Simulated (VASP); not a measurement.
A run of VASP 6.6.1:

File POSCAR:

```
YHg
1.0
    3.7051673184      0.0000000000      0.0000000000
    0.0000000000      3.7051673184      0.0000000000
    0.0000000000      0.0000000000      3.7051673184
Y Hg
1 1
Direct
    0.5000000000      0.5000000000      0.5000000000
    0.0000000000      0.0000000000      0.0000000000
```

File INCAR.step1:

```
  PREC = Accurate
  ENCUT = 520
  ISMEAR = -1
  SIGMA = 0.1
  LREAL = F
  LASPH = T
  NELM = 80
  NBANDS = 18
  GGA = PE
  ALGO = Normal
  EDIFF = 1E-4
  LWAVE = T
  LCHARG = F
```

INCAR.step2

```
  PREC = Accurate
  ENCUT = 520
  EDIFF = 1E-6
  ISMEAR = -1
  SIGMA = 0.1
  LREAL = F
  LASPH = T
  NELM = 80
  ALGO = Normal
  ISIF = 2
  LWAVE = F
  LCHARG = F
  METAGGA = R2SCAN
  LMIXTAU = T
  NBANDS = 18
  ISTART = 1
```

KPOINTS

```
Automatic mesh
0
Gamma
  9 9 9
```

Potentials or basis: VASP PAW PBE potentials, release 64 (Y_sv, Hg).

Launch:

```sh
$ cat potpaw_PBE.64/Y_sv/POTCAR potpaw_PBE.64/Hg/POTCAR > POTCAR
$ cp INCAR.step1 INCAR
$ mpirun -np 1 vasp_std > vasp.out
$ cp INCAR.step2 INCAR
$ mpirun -np 1 vasp_std > vasp.out
```

Hardware: 1 thread of Intel Xeon 8259CL, on a shared host.

**Question.** How long does it take, and how much memory?

**Answer.** Run time: 3 min on 1 thread of Intel Xeon 8259CL (shared host), peak memory 0.2 GiB. Counts: k points 35.
